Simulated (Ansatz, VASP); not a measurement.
**One calculation of MgO, two programs**

```
Mg O
1.0
    -0.01038    2.13403    2.07850
     2.08600   -0.01710    2.08522
     2.07295    2.12769   -0.00404
Mg O
1 1
Direct
  0.99603 0.04769 0.94491
  0.50915 0.55584 0.47551
```

Alike in both runs: task single point; functional LDA; k mesh 6 × 6 × 6; no spin polarisation.

|  | VASP | Ansatz |
| --- | --- | --- |
| version | VASP 6.6.1 | Ansatz 0.2.0 |
| potentials or method | VASP PAW LDA potentials, release 64 (Mg_sv, O), cutoff 840 eV | plane waves, PAW |
| occupations | gaussian, width 0.01 eV | fixed |
| valence electrons in the cell | 16 | 16 |

```tsv
	VASP	Ansatz	Ansatz less VASP
pressure (GPa)	-3.0	-3.5	-0.53
traceless stress, the component that is largest in VASP (GPa)	-2.51	-2.41	+0.098
rms of the force components (eV/Å)	0.377	0.365	-0.0119
```

LDA's correlation is that of Perdew and Zunger in VASP and of Perdew and Wang (1992) in Ansatz. Atom by atom the forces differ by 0.012 eV/Å (rms over components). Ansatz's warnings: stress scf threshold loose.

The k mesh is coarse, so the values compare programs but aren't converged.
